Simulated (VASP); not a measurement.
## CuI: single point with PBE

Crystal: CuI.

```
CELL_PARAMETERS angstrom
3.64947 0.00000 0.00000
0.00000 3.64947 0.00000
0.00000 0.00000 3.64947
ATOMIC_POSITIONS crystal
Cu 0.00000 0.00000 0.00000
I 0.50000 0.50000 0.50000
```

```
Program             : VASP 6.6.1
Task                : single point
Functional          : PBE
Potentials or basis : VASP PAW PBE potentials, release 64 (Cu, I)
Cutoff              : 520 eV
k mesh              : 6 × 6 × 6
Occupations         : fermi-dirac, width 0.02 eV
Spin                : no spin polarisation
```

The pressure is 0.0 GPa and the band gap on the k mesh is zero (band 9 reaches 5.75 eV, above the bottom of band 10 at 5.35 eV).

Levels at points of the mesh, in eV from the Fermi level:
```tsv
k point	band 5	band 6	band 7	band 8	band 9	band 10	band 11	band 12	band 13	band 14
(0.00, 0.00, 0.00)	-1.57	-1.57	-1.56	-1.56	-1.56	-0.36	5.48	5.48	10.21	10.21
(0.50, 0.00, 0.00)	-1.88	-1.55	-1.41	0.04	0.04	3.47	3.95	6.33	6.33	6.39
(0.50, 0.50, 0.00)	-1.70	-1.70	-1.59	-1.42	-0.37	-0.25	7.29	7.29	7.64	9.14
(0.50, 0.50, 0.50)	-1.41	-1.41	-0.73	-0.73	-0.73	1.80	1.80	1.80	1.98	16.83
```

Wall time 21 s on 1 thread of Intel(R) Xeon(R) Platinum 8259CL CPU @ 2.50GHz (Skylake/Cascade Lake), with other jobs on the host, peak memory 0.16 GiB.

Caveat: spin-orbit coupling is left out, which moves the levels of the heavy elements; semilocal functionals often make such compounds metallic where correlation or magnetic order opens a gap, which also shifts bond lengths.
